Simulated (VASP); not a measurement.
# Si3Ge (P-4m2) in VASP: a series of runs

The runs below take Si3Ge through single point, relaxation of cell and atoms, with PBE.

All numbers are computed with VASP 6.6.1; they aren't measurements. Logs are shortened: lines on timing, memory, paths and dates and some standing lists are left out, and cuts for length are marked.

## 1. The cell of the first run

The structure is tetragonal, space group P-4m2 (No. 115). The conventional cell has a = 3.912 Å, b = 3.912 Å, c = 5.532 Å, α = 90.00°, β = 90.00°, γ = 90.00°. Si (site symmetry -4m2) has 4 Si at 2.38 Å within 3.1 Å. Si (site symmetry 2mm) has 2 Si at 2.38 Å and 2 Ge at 2.41 Å within 3.1 Å. Ge (site symmetry -4m2) has 4 Si at 2.41 Å within 3.2 Å.

## 2. Single point, PBE

INCAR reads:

```
SYSTEM = Si3Ge
PREC = Accurate
ENCUT = 520
EDIFF = 1E-7
ISMEAR = 0
SIGMA = 0.02
LREAL = .False.
LASPH = .True.
NELM = 60
ALGO = Normal
ISIF = 2
LWAVE = .False.
LCHARG = .False.
GGA = PE
NBANDS = 21
```

KPOINTS reads:

```
regular mesh
0
Gamma
  10 10 8
  0 0 0
```

POSCAR reads:

```
Si3Ge
1.0
    3.9119861951      0.0000000000      0.0000000000
    0.0000000000      3.9119861951      0.0000000000
    0.0000000000      0.0000000000      5.5316311537
Si Ge
3 1
Direct
    0.5000000000      0.5000000000      0.5000000000
    0.5000000000      0.0000000000      0.7441434838
    0.0000000000      0.5000000000      0.2558565162
    0.0000000000      0.0000000000      0.0000000000
```

Potentials or basis: VASP PAW PBE potentials, release 64 (Si, Ge_d).

On the command line:

```sh
$ cat potpaw_PBE.64/Si/POTCAR potpaw_PBE.64/Ge_d/POTCAR > POTCAR
$ mpirun -np 1 vasp_std > vasp.out
```

OUTCAR:

```text
SYSTEM = Si3Ge
   PREC = Accurate
   ENCUT = 520
   EDIFF = 1E-7
   ISMEAR = 0
   LREAL = .False.
   LASPH = .True.
   NELM = 60
   ISIF = 2
   GGA = PE

 ion  position               nearest neighbor table
   1  0.500  0.500  0.500-   2 2.38   3 2.38   2 2.38   3 2.38
   2  0.500  0.000  0.744-   1 2.38   1 2.38   4 2.41   4 2.41
   3  0.000  0.500  0.256-   1 2.38   1 2.38   4 2.41   4 2.41
   4  0.000  0.000  0.000-   2 2.41   3 2.41   3 2.41   2 2.41

  LATTYP: Found a simple tetragonal cell.
 ALAT       =     3.9119861951
 C/A-ratio  =     1.4140211335

  Lattice vectors:

 A1 = (   3.9119861951,   0.0000000000,   0.0000000000)
 A2 = (   0.0000000000,   3.9119861951,   0.0000000000)
 A3 = (   0.0000000000,   0.0000000000,   5.5316311537)

Analysis of symmetry for initial positions (statically):
=====================================================================
 Subroutine PRICEL returns:
 Original cell was already a primitive cell.

 Routine SETGRP: Setting up the symmetry group for a
 simple tetragonal supercell.

 Subroutine GETGRP returns: Found  8 space group operations
 (whereof  8 operations were pure point group operations)
 out of a pool of 16 trial point group operations.

The static configuration has the point symmetry D_2d.

Analysis of symmetry for dynamics (positions and initial velocities):
=====================================================================
 Subroutine PRICEL returns:
 Original cell was already a primitive cell.

 Routine SETGRP: Setting up the symmetry group for a
 simple tetragonal supercell.

 Subroutine GETGRP returns: Found  8 space group operations
 (whereof  8 operations were pure point group operations)
 out of a pool of 16 trial point group operations.

The dynamic configuration has the point symmetry D_2d.

 Subroutine INISYM returns: Found  8 space group operations
 (whereof  8 operations are pure point group operations),
 and found     1 'primitive' translations

----------------------------------------------------------------------------------------

                                     Primitive cell

  volume of cell :      84.6541

  direct lattice vectors                    reciprocal lattice vectors
     3.911986195  0.000000000  0.000000000     0.255624624  0.000000000  0.000000000
     0.000000000  3.911986195  0.000000000     0.000000000  0.255624624  0.000000000
     0.000000000  0.000000000  5.531631154     0.000000000  0.000000000  0.180778503

  length of vectors
     3.911986195  3.911986195  5.531631154     0.255624624  0.255624624  0.180778503

  position of ions in fractional coordinates (direct lattice)
     0.500000000  0.500000000  0.500000000
     0.500000000  0.000000000  0.744143484
     0.000000000  0.500000000  0.255856516
     0.000000000  0.000000000  0.000000000

  ion indices of the primitive-cell ions
   primitive index   ion index
                 1           1
                 2           2
                 3           3
                 4           4

----------------------------------------------------------------------------------------

 KPOINTS: regular mesh

Automatic generation of k-mesh.
 Grid dimensions read from file:
 generate k-points for:   10   10    8

 Generating k-lattice:

  Cartesian coordinates                     Fractional coordinates (reciprocal lattice)
     0.025562462  0.000000000  0.000000000     0.100000000  0.000000000  0.000000000
     0.000000000  0.025562462  0.000000000     0.000000000  0.100000000  0.000000000
     0.000000000  0.000000000  0.022597313     0.000000000  0.000000000  0.125000000

  Length of vectors
     0.025562462  0.025562462  0.022597313

  Shift w.r.t. Gamma in fractional coordinates (k-lattice)
     0.000000000  0.000000000  0.000000000

 Subroutine IBZKPT returns following result:
 ===========================================

 Found    105 irreducible k-points:

 Following reciprocal coordinates:
            Coordinates               Weight
  0.000000  0.000000  0.000000      1.000000
  0.100000  0.000000  0.000000      4.000000
  0.200000  0.000000  0.000000      4.000000
  0.300000  0.000000  0.000000      4.000000
  0.400000  0.000000  0.000000      4.000000
  0.500000  0.000000  0.000000      2.000000
[... 16 lines left out ...]
  0.100000  0.000000  0.125000      8.000000
  0.200000  0.000000  0.125000      8.000000
 [... further k-points ...]
   k-points           NKPTS =    105   k-points in BZ     NKDIM =    105   number of bands    NBANDS=     21
   number of dos      NEDOS =    301   number of ions     NIONS =      4
   total plane-waves  NPLWV =  37800
   dimension x,y,z NGX =    30 NGY =   30 NGZ =   42
   dimension x,y,z NGXF=    60 NGYF=   60 NGZF=   84
   ions per type =               3   1
   NGX,Y,Z   is equivalent  to a cutoff of  12.75, 12.75, 12.62 a.u.
   NGXF,Y,Z  is equivalent  to a cutoff of  25.50, 25.50, 25.25 a.u.
 SYSTEM =  Si3Ge
   PREC   = accura    normal or accurate (medium, high low for compatibility)
   ISTART =      0    job   : 0-new  1-cont  2-samecut
   ICHARG =      2    charge: 1-file 2-atom 10-const
   ISPIN  =      1    spin polarized calculation?
   LNONCOLLINEAR =      F non collinear calculations
   LSORBIT =      F    spin-orbit coupling
   LASPH  =      T    aspherical Exc in radial PAW
   ENCUT  =  520.0 eV  38.22 Ry    6.18 a.u.   7.27  7.27 10.29*2*pi/ulx,y,z
   NELM   =     60;   NELMIN=  2; NELMDL= -5     # of ELM steps
   EDIFF  = 0.1E-06   stopping-criterion for ELM
   LREAL  =      F    real-space projection
   EDIFFG = 0.1E-05   stopping-criterion for IOM
   NSW    =      0    number of steps for IOM
   IBRION =     -1    ionic relax: 0-MD 1-quasi-New 2-CG
   NFREE  =      0    steps in history (QN), initial steepest desc. (CG)
   ISIF   =      2    stress and relaxation
   ISYM   =      2    0-nonsym 1-usesym 2-fastsym
   POTIM  = 0.5000    time-step for ionic-motion
   TEBEG  =    0.0;   TEEND  =   0.0 temperature during run
   PSTRESS=    0.0 pullay stress
   NELECT =      26.0000    total number of electrons
   NUPDOWN=      -1.0000    fix difference up-down
   EMIN   =  10.00;   EMAX   =-10.00  energy-range for DOS
   EFERMI =   0.00;   METHOD = LEGACY
   ISMEAR =     0;   SIGMA  =   0.02  broadening in eV -4-tet -1-fermi 0-gaus
   EFERMI_NEDOS =   21; number of points for ismear=-14 and -15
   IALGO  =     38    algorithm
   IMIX   =      4    mixing-type and parameters
     AMIX     =   0.40;   BMIX     =  1.00
     AMIX_MAG =   1.60;   BMIX_MAG =  1.00
  volume/ion in A,a.u.               =      21.16       142.82
  Fermi-wavevector in a.u.,A,eV,Ry     =   1.104545  2.087287 16.599369  1.220019
  Thomas-Fermi vector in A             =   2.241019
   LORBIT       =      0    0 simple, 1 ext, 2 COOP (PROOUT), +10 PAW based schemes
   GGA     = PE    functional components
   LHFCALC =     F    Hartree Fock is set to
   AEXX    =    0.0000 exact exchange contribution
   IVDW    =     0    specifies the selected vdW correction
   LEPSILON=     F    determine dielectric tensor
   LRPA    =     F    only Hartree local field effects (RPA)
 non-spin polarized calculation
 Gauss-broadening in eV      SIGMA  =   0.02
  energy-cutoff  :      520.00
  volume of cell :       84.65
 maximum number of plane-waves:      2316
 NGX is ok and might be reduce to    30
   NGX = 15   NGY = 15   NGZ = 21

 number of electron      26.0000024 magnetization

 Free energy of the ion-electron system (eV)
  ---------------------------------------------------
  ext. energy  EPLUGINS =         0.00000000
  ---------------------------------------------------
  free energy    TOTEN  =       -20.73551735 eV

  energy without entropy =      -20.73551735  energy(sigma->0) =      -20.73551735

 E-fermi :   5.5271     XC(G=0):  -9.4580

 val. band max:        5.3729029652   @ k =   0.0000   0.0000   0.0000
 cond. band min:       5.7563446286   @ k =   0.5000   0.5000   0.0000
 fundamental gap:      0.3834416634
 Fermi energy:         5.5271432375

 k-point     1 :       0.0000    0.0000    0.0000
  band No.  band energies     occupation
      1     -18.8408      2.00000
      2     -18.8310      2.00000
      3     -18.8310      2.00000
      4     -18.8109      2.00000
      5     -18.8082      2.00000
      6      -6.6564      2.00000
[... 13 lines left out ...]
     20      12.8302      0.00000
     21      13.3216      0.00000

 k-point     2 :       0.1000    0.0000    0.0000
  band No.  band energies     occupation
      1     -18.8402      2.00000
      2     -18.8313      2.00000
      3     -18.8310      2.00000
      4     -18.8107      2.00000
      5     -18.8085      2.00000
      6      -6.5727      2.00000
[... 13 lines left out ...]
     20      12.8503      0.00000
     21      13.2055      0.00000

 k-point     3 :       0.2000    0.0000    0.0000
  band No.  band energies     occupation
      1     -18.8385      2.00000
      2     -18.8321      2.00000
      3     -18.8309      2.00000
      4     -18.8100      2.00000
      5     -18.8090      2.00000
      6      -6.3243      2.00000
[... 13 lines left out ...]
     20      12.1269      0.00000
     21      13.1910      0.00000
[... 457 lines left out ...]
 k-point    23 :       0.1000    0.0000    0.1250
  band No.  band energies     occupation
      1     -18.8402      2.00000
      2     -18.8313      2.00000
      3     -18.8310      2.00000
      4     -18.8107      2.00000
      5     -18.8085      2.00000
      6      -6.5082      2.00000
[... 13 lines left out ...]
     20      12.9145      0.00000
     21      12.9276      0.00000

 k-point    24 :       0.2000    0.0000    0.1250
  band No.  band energies     occupation
      1     -18.8385      2.00000
      2     -18.8321      2.00000
      3     -18.8309      2.00000
      4     -18.8100      2.00000
      5     -18.8090      2.00000
      6      -6.2614      2.00000
[... 13 lines left out ...]
     20      12.1793      0.00000
     21      12.5938      0.00000

 [... further k-points ...]

------------------------ aborting loop because EDIFF is reached ----------------------------------------

  FORCE on cell =-STRESS in cart. coord.  units (eV):
  Direction    XX          YY          ZZ          XY          YZ          ZX
  --------------------------------------------------------------------------------------
  -------------------------------------------------------------------------------------
  Total       -0.0316309     -0.0316309     -0.0325757      0.0000000      0.0000000      0.0000000
  in kB       -0.5986524     -0.5986524     -0.6165323      0.0000000      0.0000000      0.0000000
  external PRESSURE =      -0.6046124 kB  Pullay stress =       0.0000000 kB

 VOLUME and BASIS-vectors are now :
 -----------------------------------------------------------------------------
  energy-cutoff  :      520.00
  volume of cell :       84.65
      direct lattice vectors                 reciprocal lattice vectors
     3.911986195  0.000000000  0.000000000     0.255624624  0.000000000  0.000000000
     0.000000000  3.911986195  0.000000000     0.000000000  0.255624624  0.000000000
     0.000000000  0.000000000  5.531631154     0.000000000  0.000000000  0.180778503

 POSITION                                       TOTAL-FORCE (eV/Angst)
 -----------------------------------------------------------------------------------
      1.95599      1.95599      2.76582        -0.000000      0.000000      0.000000
      1.95599      0.00000      4.11633        -0.000000     -0.000000     -0.000438
      0.00000      1.95599      1.41530        -0.000000      0.000000      0.000438
      0.00000      0.00000      0.00000         0.000000     -0.000000      0.000000
 -----------------------------------------------------------------------------------
    total drift:                                0.000000     -0.000000     -0.000000

  FREE ENERGIE OF THE ION-ELECTRON SYSTEM (eV)
  ---------------------------------------------------
  free  energy   TOTEN  =       -20.7355173504 eV

  energy  without entropy=      -20.7355173504  energy(sigma->0) =      -20.73551735
```

Run time: 72 s. Hardware: 1 thread of Intel Xeon 6975P-C (Granite Rapids), shared host; peak memory 0.3 GiB.

What came out:

* Free energy: -20.7355 eV
* Pressure: -0.1 GPa
* Band gap on the k mesh: 0.38 eV (least direct gap 0.68 eV)

Caveat: semilocal functionals underestimate gaps, and a narrow one can read as zero. A k mesh can miss the band edges.

## 3. Relaxation of cell and atoms, PBE

This run uses another cell than the first one, of 21.08 Å³/atom.

INCAR reads:

```
ALGO = Normal
EDIFF = 1E-6
EDIFFG = -0.01
ENCUT = 600
GGA = PE
IBRION = 2
ISIF = 3
ISMEAR = 0
LASPH = T
LCHARG = F
LREAL = F
LWAVE = F
NELM = 80
NSW = 100
PREC = Accurate
SIGMA = 0.02
```

KPOINTS reads:

```
k-points
0
Gamma
  10 10 8
```

POSCAR reads:

```
Si3Ge
1.0
    3.9194395307      0.0000000000      0.0000000000
    0.0000000000      3.9194395307      0.0000000000
    0.0000000000      0.0000000000      5.4877053665
Si Ge
3 1
Direct
    0.5000000000      0.5000000000      0.5000000000
    0.5000000000      0.0000000000      0.7438250197
    0.0000000000      0.5000000000      0.2561749803
    0.0000000000      0.0000000000      0.0000000000
```

Potentials or basis: VASP PAW PBE potentials, release 64 (Si, Ge_d).

On the command line:

```sh
$ cat potpaw_PBE.64/Si/POTCAR potpaw_PBE.64/Ge_d/POTCAR > POTCAR
$ mpirun -np 1 vasp_std > vasp.out
```

Wall time 5.5 min (1 thread of Oxide Virtual Turin-like, shared host); peak memory 0.31 GiB.

It converged, with:

* Free energy: -20.7357 eV
* Relaxed volume: 21.14 Å³/atom
* Relaxed cell: a = 3.910 Å, b = 3.910 Å, c = 5.531 Å, α = 90.00°, β = 90.00°, γ = 90.00°
* Space group after relaxing (to 0.1 Å): P-4m2 (No. 115)
* Energy gained by relaxing: 0.5 meV/atom
* Ionic steps: 4
* Pressure after relaxing: 0.0 GPa
* Band gap on the k mesh: 0.38 eV (least direct gap 0.68 eV)

Forces in eV/Å, atoms in the order of the input:
```
Si   0.000  0.000  0.000
Si   0.000  0.000 -0.003
Si   0.000  0.000  0.003
Ge   0.000  0.000  0.000
```

Step by step:
| step | energy change (eV) | largest force (eV/Å) | pressure (GPa) | volume (Å³) |
| --- | --- | --- | --- | --- |
| 1 | 0.0000 | 0.0241 | 0.26 | 84.30 |
| 2 | -0.0015 | 0.0070 | -0.10 | 84.71 |
| 3 | -0.0015 | 0.0025 | -0.21 | 84.82 |
| 4 | -0.0018 | 0.0030 | 0.04 | 84.58 |

Final structure:
```cif
data_structure
_symmetry_space_group_name_H-M 'P 1'
_symmetry_Int_Tables_number 1
_cell_length_a 3.9102
_cell_length_b 3.9102
_cell_length_c 5.5314
_cell_angle_alpha 90.000
_cell_angle_beta 90.000
_cell_angle_gamma 90.000
_cell_volume 84.58
loop_
_atom_site_label
_atom_site_type_symbol
_atom_site_fract_x
_atom_site_fract_y
_atom_site_fract_z
_atom_site_occupancy
Si1 Si 0.50000 0.50000 0.50000 1
Si2 Si 0.50000 0.00000 0.74417 1
Si3 Si 0.00000 0.50000 0.25583 1
Ge1 Ge 0.00000 0.00000 0.00000 1
```

Levels at points of the mesh, in eV from the valence-band top:
| k point | band 10 | band 11 | band 12 | band 13 | band 14 | band 15 | band 16 | band 17 |
| --- | --- | --- | --- | --- | --- | --- | --- | --- |
| (0.00, 0.00, 0.00) | -2.87 | -0.05 | 0.00 | 0.00 | 0.68 | 0.84 | 2.25 | 2.53 |
| (0.50, 0.00, 0.00) | -3.74 | -3.66 | -1.51 | -1.21 | 2.15 | 2.53 | 4.59 | 4.76 |
| (0.50, 0.50, 0.00) | -2.92 | -2.86 | -2.86 | -2.79 | 0.38 | 0.84 | 0.84 | 1.01 |
| (0.00, 0.00, 0.50) | -2.04 | -2.04 | -1.75 | -1.75 | 0.93 | 1.26 | 3.07 | 3.17 |
| (0.50, 0.00, 0.50) | -1.42 | -1.26 | -1.23 | -1.06 | 0.89 | 1.33 | 3.21 | 3.34 |
| (0.50, 0.50, 0.50) | -3.80 | -3.79 | -3.79 | -3.72 | 4.17 | 4.35 | 4.35 | 4.52 |

Caveat: semilocal functionals underestimate gaps, and a narrow one can read as zero.
